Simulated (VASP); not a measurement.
# Rh (Fm-3m) in VASP: a series of runs

Rh is run at these levels: PBE; tasks: single point.

Program: VASP 6.6.1. These are calculated values, not measurements. Logs are shortened: lines on timing, memory, paths and dates and some standing lists are left out, and cuts for length are marked.

## (1) The cell of the first run

Symmetry: Fm-3m, No. 225, cubic system. The conventional cell has a = 3.796 Å, b = 3.796 Å, c = 3.796 Å, α = 90.00°, β = 90.00°, γ = 90.00°. Within 3.5 Å of Rh (site symmetry m-3m) lie 12 Rh at 2.68 Å.

## (2) Single point, PBE

The input, INCAR:

```
  PREC = Accurate
  ENCUT = 500
  EDIFF = 1E-6
  ISMEAR = 0
  SIGMA = 0.1
  LREAL = F
  LASPH = T
  NELM = 120
  ALGO = Normal
  ISIF = 2
  LWAVE = F
  LCHARG = F
  GGA = PE
  NBANDS = 14
  GGA_COMPAT = F
```

The input, KPOINTS:

```
regular mesh
0
Gamma
  10 10 10
```

The input, POSCAR:

```
Rh
1.0
    0.0000000000      1.8978500000      1.8978500000
    1.8978500000      0.0000000000      1.8978500000
    1.8978500000      1.8978500000      0.0000000000
Rh
1
Direct
    0.0000000000      0.0000000000      0.0000000000
```

Potentials or basis: VASP PAW PBE potentials, release 64 (Rh_pv).

Started as:

```console
> cat potpaw_PBE.64/Rh_pv/POTCAR > POTCAR
> mpirun -np 1 vasp_std > vasp.out
```

OUTCAR:

```text
PREC = Accurate
   ENCUT = 500
   EDIFF = 1E-6
   ISMEAR = 0
   LREAL = F
   LASPH = T
   NELM = 120
   ISIF = 2
   GGA = PE

 ion  position               nearest neighbor table
   1  0.000  0.000  0.000-

  LATTYP: Found a face centered cubic cell.
 ALAT       =     3.7957000000

  Lattice vectors:

 A1 = (   0.0000000000,   1.8978500000,   1.8978500000)
 A2 = (   1.8978500000,   0.0000000000,   1.8978500000)
 A3 = (   1.8978500000,   1.8978500000,   0.0000000000)

Analysis of symmetry for initial positions (statically):
=====================================================================
 Subroutine PRICEL returns:
 Original cell was already a primitive cell.

 Routine SETGRP: Setting up the symmetry group for a
 face centered cubic supercell.

 Subroutine GETGRP returns: Found 48 space group operations
 (whereof 48 operations were pure point group operations)
 out of a pool of 48 trial point group operations.

The static configuration has the point symmetry O_h .

Analysis of symmetry for dynamics (positions and initial velocities):
=====================================================================
 Subroutine PRICEL returns:
 Original cell was already a primitive cell.

 Routine SETGRP: Setting up the symmetry group for a
 face centered cubic supercell.

 Subroutine GETGRP returns: Found 48 space group operations
 (whereof 48 operations were pure point group operations)
 out of a pool of 48 trial point group operations.

The dynamic configuration has the point symmetry O_h .

 Subroutine INISYM returns: Found 48 space group operations
 (whereof 48 operations are pure point group operations),
 and found     1 'primitive' translations

----------------------------------------------------------------------------------------

                                     Primitive cell

  volume of cell :      13.6715

  direct lattice vectors                    reciprocal lattice vectors
     0.000000000  1.897850000  1.897850000    -0.263456016  0.263456016  0.263456016
     1.897850000  0.000000000  1.897850000     0.263456016 -0.263456016  0.263456016
     1.897850000  1.897850000  0.000000000     0.263456016  0.263456016 -0.263456016

  length of vectors
     2.683965209  2.683965209  2.683965209     0.456319205  0.456319205  0.456319205

  position of ions in fractional coordinates (direct lattice)
     0.000000000  0.000000000  0.000000000

  ion indices of the primitive-cell ions
   primitive index   ion index
                 1           1

----------------------------------------------------------------------------------------

 KPOINTS: regular mesh

Automatic generation of k-mesh.
 Grid dimensions read from file:
 generate k-points for:   10   10   10

 Generating k-lattice:

  Cartesian coordinates                     Fractional coordinates (reciprocal lattice)
    -0.026345602  0.026345602  0.026345602     0.100000000  0.000000000  0.000000000
     0.026345602 -0.026345602  0.026345602     0.000000000  0.100000000  0.000000000
     0.026345602  0.026345602 -0.026345602     0.000000000  0.000000000  0.100000000

  Length of vectors
     0.045631921  0.045631921  0.045631921

  Shift w.r.t. Gamma in fractional coordinates (k-lattice)
     0.000000000  0.000000000  0.000000000

 Subroutine IBZKPT returns following result:
 ===========================================

 Found     47 irreducible k-points:

 Following reciprocal coordinates:
            Coordinates               Weight
  0.000000  0.000000  0.000000      1.000000
  0.100000  0.000000  0.000000      8.000000
  0.200000  0.000000  0.000000      8.000000
  0.300000  0.000000  0.000000      8.000000
  0.400000  0.000000  0.000000      8.000000
  0.500000  0.000000  0.000000      4.000000
[... 16 lines left out ...]
  0.300000  0.300000  0.000000      6.000000
  0.400000  0.300000  0.000000     24.000000
 [... further k-points ...]
   k-points           NKPTS =     47   k-points in BZ     NKDIM =     47   number of bands    NBANDS=     14
   number of dos      NEDOS =    301   number of ions     NIONS =      1
   total plane-waves  NPLWV =   8000
   dimension x,y,z NGX =    20 NGY =   20 NGZ =   20
   dimension x,y,z NGXF=    40 NGYF=   40 NGZF=   40
   ions per type =               1
   NGX,Y,Z   is equivalent  to a cutoff of  12.39, 12.39, 12.39 a.u.
   NGXF,Y,Z  is equivalent  to a cutoff of  24.78, 24.78, 24.78 a.u.
 SYSTEM =  unknown system
   PREC   = accura    normal or accurate (medium, high low for compatibility)
   ISTART =      0    job   : 0-new  1-cont  2-samecut
   ICHARG =      2    charge: 1-file 2-atom 10-const
   ISPIN  =      1    spin polarized calculation?
   LNONCOLLINEAR =      F non collinear calculations
   LSORBIT =      F    spin-orbit coupling
   LASPH  =      T    aspherical Exc in radial PAW
   ENCUT  =  500.0 eV  36.75 Ry    6.06 a.u.   4.89  4.89  4.89*2*pi/ulx,y,z
   NELM   =    120;   NELMIN=  2; NELMDL= -5     # of ELM steps
   EDIFF  = 0.1E-05   stopping-criterion for ELM
   LREAL  =      F    real-space projection
   EDIFFG = 0.1E-04   stopping-criterion for IOM
   NSW    =      0    number of steps for IOM
   IBRION =     -1    ionic relax: 0-MD 1-quasi-New 2-CG
   NFREE  =      0    steps in history (QN), initial steepest desc. (CG)
   ISIF   =      2    stress and relaxation
   ISYM   =      2    0-nonsym 1-usesym 2-fastsym
   POTIM  = 0.5000    time-step for ionic-motion
   TEBEG  =    0.0;   TEEND  =   0.0 temperature during run
   PSTRESS=    0.0 pullay stress
   NELECT =      15.0000    total number of electrons
   NUPDOWN=      -1.0000    fix difference up-down
   EMIN   =  10.00;   EMAX   =-10.00  energy-range for DOS
   EFERMI =   0.00;   METHOD = LEGACY
   ISMEAR =     0;   SIGMA  =   0.10  broadening in eV -4-tet -1-fermi 0-gaus
   EFERMI_NEDOS =   21; number of points for ismear=-14 and -15
   IALGO  =     38    algorithm
   IMIX   =      4    mixing-type and parameters
     AMIX     =   0.40;   BMIX     =  1.00
     AMIX_MAG =   1.60;   BMIX_MAG =  1.00
  volume/ion in A,a.u.               =      13.67        92.26
  Fermi-wavevector in a.u.,A,eV,Ry     =   1.688496  3.190795 38.790465  2.851019
  Thomas-Fermi vector in A             =   2.770792
   LORBIT       =      0    0 simple, 1 ext, 2 COOP (PROOUT), +10 PAW based schemes
   GGA     = PE    functional components
   LHFCALC =     F    Hartree Fock is set to
   AEXX    =    0.0000 exact exchange contribution
   IVDW    =     0    specifies the selected vdW correction
   LEPSILON=     F    determine dielectric tensor
   LRPA    =     F    only Hartree local field effects (RPA)
 non-spin polarized calculation
 Gauss-broadening in eV      SIGMA  =   0.10
  energy-cutoff  :      500.00
  volume of cell :       13.67
 maximum number of plane-waves:       360
   NGX =  9   NGY =  9   NGZ =  9

 number of electron      15.0000007 magnetization

 Free energy of the ion-electron system (eV)
  ---------------------------------------------------
  ext. energy  EPLUGINS =         0.00000000
  ---------------------------------------------------
  free energy    TOTEN  =        -7.26193039 eV

  energy without entropy =       -7.25416674  energy(sigma->0) =       -7.25804857

 E-fermi :  12.0369     XC(G=0): -14.0691

 val. band max:       12.0317076622   @ k =  -0.4000   0.5000   0.1000
 cond. band min:      12.1031091260   @ k =   0.5000   0.2000   0.1000
 fundamental gap:      0.0714014638
 Fermi energy:        12.0369279248

 k-point     1 :       0.0000    0.0000    0.0000
  band No.  band energies     occupation
      1     -34.3901      2.00000
      2     -34.3901      2.00000
      3     -34.3901      2.00000
      4       4.0072      2.00000
      5       8.8975      2.00000
      6       8.8975      2.00000
      7       8.8975      2.00000
      8      11.0031      2.00000
      9      11.0031      2.00000
     10      27.9986      0.00000
     11      32.5043      0.00000
     12      33.4948      0.00000
     13      33.4948      0.00000
     14      33.4948      0.00000

 k-point     2 :       0.1000    0.0000    0.0000
  band No.  band energies     occupation
      1     -34.4638      2.00000
      2     -34.4001      2.00000
      3     -34.4001      2.00000
      4       4.4037      2.00000
      5       8.7328      2.00000
      6       9.0458      2.00000
      7       9.0458      2.00000
      8      10.9269      2.00000
      9      10.9269      2.00000
     10      28.5564      0.00000
     11      31.6458      0.00000
     12      32.5061      0.00000
     13      34.0794      0.00000
     14      34.0794      0.00000

 k-point     3 :       0.2000    0.0000    0.0000
  band No.  band energies     occupation
      1     -34.6540      2.00000
      2     -34.4260      2.00000
      3     -34.4260      2.00000
      4       5.3718      2.00000
      5       8.5549      2.00000
      6       9.2715      2.00000
      7       9.2715      2.00000
      8      10.9525      2.00000
      9      10.9525      2.00000
     10      28.6602      0.00000
     11      29.5916      0.00000
     12      32.5050      0.00000
     13      35.6341      0.00000
     14      35.6341      0.00000

 k-point     4 :       0.3000    0.0000    0.0000
  band No.  band energies     occupation
      1     -34.8844      2.00000
      2     -34.4579      2.00000
      3     -34.4579      2.00000
      4       5.9941      2.00000
      5       9.1659      2.00000
      6       9.1659      2.00000
      7       9.4010      2.00000
      8      11.5062      2.00000
      9      11.5062      2.00000
     10      25.5734      0.00000
     11      29.1450      0.00000
     12      32.5048      0.00000
     13      36.4054      0.00000
     14      36.4054      0.00000

 k-point     5 :       0.4000    0.0000    0.0000
  band No.  band energies     occupation
      1     -35.0671      2.00000
      2     -34.4835      2.00000
      3     -34.4835      2.00000
      4       5.9278      2.00000
      5       8.9244      2.00000
      6       8.9244      2.00000
      7      11.4287      2.00000
      8      12.2439      0.00342
      9      12.2439      0.00342
     10      22.3989      0.00000
     11      27.9716      0.00000
[... 276 lines left out ...]
 k-point    22 :      -0.2000    0.2000    0.0000
  band No.  band energies     occupation
      1     -34.8480      2.00000
      2     -34.6003      2.00000
      3     -34.4545      2.00000
      4       7.0388      2.00000
      5       7.9584      2.00000
      6       8.9449      2.00000
      7      10.0517      2.00000
      8      10.2629      2.00000
      9      13.2593      0.00000
     10      26.9353      0.00000
     11      28.4501      0.00000
     12      32.4153      0.00000
     13      32.5402      0.00000
     14      34.6616      0.00000

 k-point    23 :       0.3000    0.3000    0.0000
  band No.  band energies     occupation
      1     -34.8610      2.00000
      2     -34.5701      2.00000
      3     -34.5701      2.00000
      4       6.4223      2.00000
      5       6.8590      2.00000
      6      10.7973      2.00000
      7      11.1586      2.00000
      8      11.1586      2.00000
      9      11.9738      1.62773
     10      29.3286      0.00000
     11      29.3286      0.00000
     12      29.6745      0.00000
     13      32.4973      0.00000
     14      33.0563      0.00000

 k-point    24 :       0.4000    0.3000    0.0000
  band No.  band energies     occupation
      1     -34.9597      2.00000
      2     -34.6243      2.00000
      3     -34.6009      2.00000
      4       6.3625      2.00000
      5       6.6869      2.00000
      6      10.5590      2.00000
      7      11.3182      2.00000
      8      12.4892      0.00000
      9      13.4189      0.00000
     10      26.3595      0.00000
     11      28.1954      0.00000
     12      28.3076      0.00000
     13      32.5002      0.00000
     14      33.8872      0.00000

 [... further k-points ...]
[... 5 lines left out ...]
  --------------------------------------------------------------------------------------
  -------------------------------------------------------------------------------------
  Total        0.6487621      0.6487621      0.6487621      0.0000000      0.0000000     -0.0000000
  in kB       76.0292018     76.0292018     76.0292018      0.0000000      0.0000000     -0.0000000
  external PRESSURE =      76.0292018 kB  Pullay stress =       0.0000000 kB

 VOLUME and BASIS-vectors are now :
 -----------------------------------------------------------------------------
  energy-cutoff  :      500.00
  volume of cell :       13.67
      direct lattice vectors                 reciprocal lattice vectors
     0.000000000  1.897850000  1.897850000    -0.263456016  0.263456016  0.263456016
     1.897850000  0.000000000  1.897850000     0.263456016 -0.263456016  0.263456016
     1.897850000  1.897850000  0.000000000     0.263456016  0.263456016 -0.263456016

 POSITION                                       TOTAL-FORCE (eV/Angst)
 -----------------------------------------------------------------------------------
      0.00000      0.00000      0.00000         0.000000      0.000000      0.000000
 -----------------------------------------------------------------------------------
    total drift:                                0.000000      0.000000      0.000000

  FREE ENERGIE OF THE ION-ELECTRON SYSTEM (eV)
  ---------------------------------------------------
  free  energy   TOTEN  =        -7.2619303913 eV

  energy  without entropy=       -7.2541667396  energy(sigma->0) =       -7.25804857
```

It took 3.2 s on 1 thread of Intel Xeon 6975P-C (Granite Rapids), shared host; peak memory 0.13 GiB.

What came out:

```
Free energy            : -7.2619 eV
Pressure               : 7.6 GPa
Band gap on the k mesh : zero (an odd number of electrons rules out a gap without spin polarisation)
```

Caveat: the cell stands under pressure.

## (3) Single point, PBE

The input, INCAR:

```
  PREC = Accurate
  ENCUT = 500
  EDIFF = 1E-6
  ISMEAR = 0
  SIGMA = 0.1
  LREAL = False
  LASPH = True
  NELM = 120
  ALGO = Normal
  ISIF = 2
  LWAVE = False
  LCHARG = False
  GGA = PE
  NBANDS = 14
  GGA_COMPAT = False
```

The input, KPOINTS:

```
Automatic mesh
0
Gamma
  14 14 14
```

POSCAR is that of step 2.

Potentials or basis: VASP PAW PBE potentials, release 64 (Rh_pv).

Started as:

```console
> cat potpaw_PBE.64/Rh_pv/POTCAR > POTCAR
> mpirun -np 1 vasp_std > vasp.out
```

It took 6.2 s on 1 thread of Intel Xeon 6975P-C (Granite Rapids), shared host; peak memory 0.13 GiB.

Results (log left out):

| Property | Result |
| --- | --- |
| Free energy | -7.2530 eV |
| Pressure | 7.6 GPa |
| Band gap on the k mesh | zero (an odd number of electrons rules out a gap without spin polarisation) |

Levels at points of the mesh, in eV from the Fermi level:
```tsv
k point	band 3	band 4	band 5	band 6	band 7	band 8	band 9	band 10	band 11	band 12
(0.00, 0.00, 0.00)	-46.36	-7.98	-3.08	-3.08	-3.08	-0.97	-0.97	16.01	20.56	21.51
(0.50, 0.00, 0.00)	-46.46	-6.14	-3.16	-3.16	0.61	0.61	0.75	8.73	15.52	20.56
(0.50, 0.50, 0.00)	-46.63	-6.34	-5.97	0.58	1.03	1.03	3.29	12.37	13.38	13.38
```

Caveat: the cell stands under pressure.
